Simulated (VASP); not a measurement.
# Ta (Im-3m) in VASP: vibrations by perturbation theory with LDA

Aim: the vibrations by perturbation theory of Ta with LDA.

Program: VASP 6.6.1. These are calculated values, not measurements. Logs are shortened: lines on timing, memory, paths and dates and some standing lists are left out, and cuts for length are marked.

## 1. The cell of the first run

Symmetry: Im-3m, No. 229, cubic system. The conventional cell has a = 3.303 Å, b = 3.303 Å, c = 3.303 Å, α = 90.00°, β = 90.00°, γ = 90.00°. Within 3.8 Å of Ta (site symmetry m-3m) lie 14 Ta at 2.86 to 3.30 Å.

## 2. Vibrations by perturbation theory, LDA

Contents of INCAR:

```
SYSTEM = Ta
ALGO     = Fast           ! electronic algorithm
EDIFF    = 1E-8           ! SCF threshold, eV
ENCUT    = 520            ! plane-wave cutoff, eV
IBRION   = 8              ! ionic algorithm
ISIF     = 2              ! what is computed and relaxed
ISMEAR   = 0              ! smearing method
LASPH    = .True.         ! aspherical terms in the spheres
LCHARG   = .False.        ! write CHGCAR
LREAL    = .False.        ! projectors in reciprocal space
LWAVE    = .False.        ! write WAVECAR
NBANDS   = 18             ! bands
NELM     = 80             ! most SCF steps
NSW      = 1              ! ionic steps
PREC     = Accurate       ! precision mode
SIGMA    = 0.15           ! smearing width, eV
```

Contents of KPOINTS:

```
k-points
0
Gamma
  18 18 10
  0 0 0
```

Contents of POSCAR:

```
Ta
1.0
   -1.6512800000      1.6512800000      1.6512800000
    1.6512800000     -1.6512800000      1.6512800000
    3.3025600000      3.3025600000      0.0000000000
Ta
2
Direct
    0.0000000000      0.0000000000      0.0000000000
    0.5000000000      0.5000000000      0.5000000000
```

Potentials or basis: VASP PAW LDA potentials, release 64 (Ta_pv).

Command:

```
$ cat potpaw_LDA.64/Ta_pv/POTCAR > POTCAR
$ mpirun -np 1 vasp_std > vasp.out
```

OUTCAR:

```text
SYSTEM = Ta
   EDIFF = 1E-8
   ENCUT = 520
   IBRION = 8
   ISIF = 2
   ISMEAR = 0
   LASPH = .True.
   LREAL = .False.
   NELM = 80
   NSW = 1
   PREC = Accurate

 ion  position               nearest neighbor table
   1  0.000  0.000  0.000-   2 2.86   2 2.86   2 2.86   2 2.86   2 3.30   2 3.30   2 3.30   2 3.30

   2  0.500  0.500  0.500-   1 2.86   1 2.86   1 2.86   1 2.86   1 3.30   1 3.30   1 3.30   1 3.30

  LATTYP: Found a base centered orthorhombic cell.
 ALAT       =     3.3025600000
 B/A-ratio  =     1.4142135624
 C/A-ratio  =     1.4142135624

  Lattice vectors:

 A1 = (  -1.6512800000,   1.6512800000,   1.6512800000)
 A2 = (   1.6512800000,  -1.6512800000,   1.6512800000)
 A3 = (   3.3025600000,   3.3025600000,   0.0000000000)

Analysis of symmetry for initial positions (statically):
=====================================================================
 Subroutine PRICEL returns following result:

  LATTYP: Found a body centered cubic cell.
 ALAT       =     3.3025600000

  Lattice vectors:

 A1 = (  -1.6512800000,   1.6512800000,  -1.6512800000)
 A2 = (  -1.6512800000,  -1.6512800000,   1.6512800000)
 A3 = (   1.6512800000,   1.6512800000,   1.6512800000)

   2 primitive cells build up your supercell.

 Routine SETGRP: Setting up the symmetry group for a
 base centered orthorhombic supercell.

 Subroutine GETGRP returns: Found  8 space group operations
 (whereof  8 operations were pure point group operations)
 out of a pool of  8 trial point group operations.

The static configuration has the point symmetry D_2h.

Analysis of symmetry for dynamics (positions and initial velocities):
=====================================================================
 Subroutine PRICEL returns following result:

  LATTYP: Found a body centered cubic cell.
 ALAT       =     3.3025600000

  Lattice vectors:

 A1 = (  -1.6512800000,   1.6512800000,  -1.6512800000)
 A2 = (  -1.6512800000,  -1.6512800000,   1.6512800000)
 A3 = (   1.6512800000,   1.6512800000,   1.6512800000)

   2 primitive cells build up your supercell.

 Routine SETGRP: Setting up the symmetry group for a
 base centered orthorhombic supercell.

 Subroutine GETGRP returns: Found  8 space group operations
 (whereof  8 operations were pure point group operations)
 out of a pool of  8 trial point group operations.

The dynamic configuration has the point symmetry D_2h.

 Subroutine INISYM returns: Found  8 space group operations
 (whereof  8 operations are pure point group operations),
 and found     2 'primitive' translations

----------------------------------------------------------------------------------------

                                     Primitive cell

  volume of cell :      18.0104

  direct lattice vectors                    reciprocal lattice vectors
    -1.651280000  1.651280000 -1.651280000    -0.302795407  0.302795407  0.000000000
    -1.651280000 -1.651280000  1.651280000    -0.302795407  0.000000000  0.302795407
     1.651280000  1.651280000  1.651280000     0.000000000  0.302795407  0.302795407

  length of vectors
     2.860100858  2.860100858  2.860100858     0.428217371  0.428217371  0.428217371

  position of ions in fractional coordinates (direct lattice)
     0.000000000  0.000000000  0.000000000

  ion indices of the primitive-cell ions
   primitive index   ion index
[... 86 lines left out ...]
   EMIN   =  10.00;   EMAX   =-10.00  energy-range for DOS
   EFERMI =   0.00;   METHOD = LEGACY
   ISMEAR =     0;   SIGMA  =   0.15  broadening in eV -4-tet -1-fermi 0-gaus
   EFERMI_NEDOS =   21; number of points for ismear=-14 and -15
   IALGO  =     68    algorithm
   IMIX   =      4    mixing-type and parameters
     AMIX     =   0.40;   BMIX     =  1.00
     AMIX_MAG =   1.60;   BMIX_MAG =  1.00
  volume/ion in A,a.u.               =      18.01       121.54
  Fermi-wavevector in a.u.,A,eV,Ry     =   1.388988  2.624806 26.249534  1.929286
  Thomas-Fermi vector in A             =   2.513061
   LORBIT       =      0    0 simple, 1 ext, 2 COOP (PROOUT), +10 PAW based schemes
   GGA     = CA    functional components
   LHFCALC =     F    Hartree Fock is set to
   AEXX    =    0.0000 exact exchange contribution
   IVDW    =     0    specifies the selected vdW correction
   LEPSILON=     F    determine dielectric tensor
   LRPA    =     F    only Hartree local field effects (RPA)
 non-spin polarized calculation
 RMM-DIIS sequential band-by-band and
 Gauss-broadening in eV      SIGMA  =   0.15
  energy-cutoff  :      520.00
  volume of cell :       36.02
 maximum number of plane-waves:       992
 NGX is ok and might be reduce to    24
   NGX = 11   NGY = 11   NGZ = 17

--------------------------------------- Ionic step        1  -------------------------------------------

 number of electron      22.0000001 magnetization

 Free energy of the ion-electron system (eV)
  ---------------------------------------------------
  ext. energy  EPLUGINS =         0.00000000
  ---------------------------------------------------
  free energy    TOTEN  =       -25.63271665 eV

  energy without entropy =      -25.60347618  energy(sigma->0) =      -25.61809642

 E-fermi :   5.4023     XC(G=0): -12.7962

 val. band max:        5.4004871487   @ k =   0.4444   0.0000   0.2000
 cond. band min:       5.4036028608   @ k =   0.5000   0.0556   0.2000
 fundamental gap:      0.0031157120
 Fermi energy:         5.4023152993

 k-point     1 :       0.0000    0.0000    0.0000
  band No.  band energies     occupation
      1     -28.6948      2.00000
      2     -27.8861      2.00000
      3     -27.5066      2.00000
      4     -27.4990      2.00000
      5     -27.4986      2.00000
      6     -27.4982      2.00000
[... 481 lines left out ...]
      5     -27.5581      2.00000
      6     -27.5380      2.00000
[... 10 lines left out ...]
     17      10.7315      0.00000
     18      15.1240      0.00000

 [... further k-points ...]
[... 5 lines left out ...]
  --------------------------------------------------------------------------------------
  -------------------------------------------------------------------------------------
  Total       -1.8724078     -1.8724078     -1.8912706      0.0357213      0.0000000      0.0000000
  in kB      -83.2834838    -83.2834838    -84.1224861      1.5888582      0.0000000      0.0000000
  external PRESSURE =     -83.5631513 kB  Pullay stress =       0.0000000 kB

 VOLUME and BASIS-vectors are now :
 -----------------------------------------------------------------------------
  energy-cutoff  :      520.00
  volume of cell :       36.02
      direct lattice vectors                 reciprocal lattice vectors
    -1.651280000  1.651280000  1.651280000    -0.151397704  0.151397704  0.302795407
     1.651280000 -1.651280000  1.651280000     0.151397704 -0.151397704  0.302795407
     3.302560000  3.302560000  0.000000000     0.151397704  0.151397704  0.000000000

 POSITION                                       TOTAL-FORCE (eV/Angst)
 -----------------------------------------------------------------------------------
      0.00000      0.00000      0.00000        -0.000000     -0.000000     -0.000000
      1.65128      1.65128      1.65128         0.000000      0.000000      0.000000
 -----------------------------------------------------------------------------------
    total drift:                               -0.000000     -0.000000      0.000000

  FREE ENERGIE OF THE ION-ELECTRON SYSTEM (eV)
  ---------------------------------------------------
  free  energy   TOTEN  =       -25.6327166475 eV

  energy  without entropy=      -25.6034761834  energy(sigma->0) =      -25.61809642

[... ionic steps 2 to 3 ...]

--------------------------------------- Ionic step        4  -------------------------------------------

------------------------ aborting loop because EDIFF is reached ----------------------------------------

[... ionic steps 5 to 5 ...]

--------------------------------------- Ionic step        6  -------------------------------------------

 Free energy of the ion-electron system (eV)
  ---------------------------------------------------
  ---------------------------------------------------
  free energy    TOTEN  =        -0.16121899 eV

  energy without entropy =       -0.16121899

------------------------ aborting loop because EDIFF is reached ----------------------------------------

 INTERNAL STRAIN TENSOR  FOR ION    1  DIRECTION 3   (eV/Angst):
 -----------------------------------------------------------------------------
     0.00980  0.01136  0.00000
     0.01136  0.00980 -0.00000
     0.00000 -0.00000  0.00282

 INTERNAL STRAIN TENSOR FOR ION    2 for displacements in x,y,z  (eV/Angst):
          X           Y           Z          XY          YZ          ZX
  --------------------------------------------------------------------------------
  x     0.00000     0.00000     0.00000     0.00000     0.00000     0.00000
  y     0.00000     0.00000     0.00000     0.00000     0.00000     0.00000
  z     0.00000     0.00000     0.00000     0.00000     0.00000     0.00000

 SECOND DERIVATIVES (NOT SYMMETRIZED)
 ------------------------------------
               1X          1Y          1Z          2X          2Y          2Z
  1X    -4.408810   -1.655469    0.000000    4.408810    1.655469    0.000000
  1Y    -1.655469   -4.408810    0.000000    1.655469    4.408810    0.000000
  1Z     0.000000    0.000000   -6.474089    0.000000    0.000000    6.474089
  2X     4.408810    1.655469    0.000000   -4.408810   -1.655469    0.000000
  2Y     1.655469    4.408810    0.000000   -1.655469   -4.408810    0.000000
  2Z     0.000000    0.000000    6.474089    0.000000    0.000000   -6.474089

 Eigenvectors and eigenvalues of the dynamical matrix
 ----------------------------------------------------

   1 f  =    4.181943 THz    26.275926 2PiTHz  139.494619 cm-1    17.295121 meV
             X         Y         Z           dx          dy          dz
      0.000000  0.000000  0.000000     0.000000    0.000000    0.707107
      1.651280  1.651280  1.651280     0.000000   -0.000000   -0.707107
[... 21 lines left out ...]
   6 f/i=    0.000000 THz     0.000001 2PiTHz    0.000003 cm-1     0.000000 meV
             X         Y         Z           dx          dy          dz
      0.000000  0.000000  0.000000    -0.125193    0.643001    0.266226
      1.651280  1.651280  1.651280    -0.125193    0.643001    0.266226

--------------------------------------------------------------------------------------------------------

 ELASTIC MODULI CONTR FROM IONIC RELAXATION (kBar)
 Direction    XX          YY          ZZ          XY          YZ          ZX
 --------------------------------------------------------------------------------
 XX           0.0000      0.0000      0.0000      0.0000      0.0000      0.0000
 YY           0.0000      0.0000      0.0000      0.0000      0.0000      0.0000
 ZZ           0.0000      0.0000      0.0000      0.0000      0.0000      0.0000
 XY           0.0000      0.0000      0.0000      0.0000      0.0000      0.0000
 YZ           0.0000      0.0000      0.0000      0.0000      0.0000      0.0000
 ZX           0.0000      0.0000      0.0000      0.0000      0.0000      0.0000
 --------------------------------------------------------------------------------
```

It took 25 min on 1 thread of AMD EPYC 9755, shared host; peak memory 0.99 GiB.

What came out:

```
Highest phonon frequency at Γ : 139 cm⁻¹
```

Phonon frequencies in cm⁻¹ (negative: imaginary):
```
              q point       frequencies
(0.000, 0.000, 0.000)  0 0 0 91 135 139
```

Caveat: the cell stands under pressure or tension, which shifts response properties; spin-orbit coupling is left out, which moves the levels of the heavy elements.
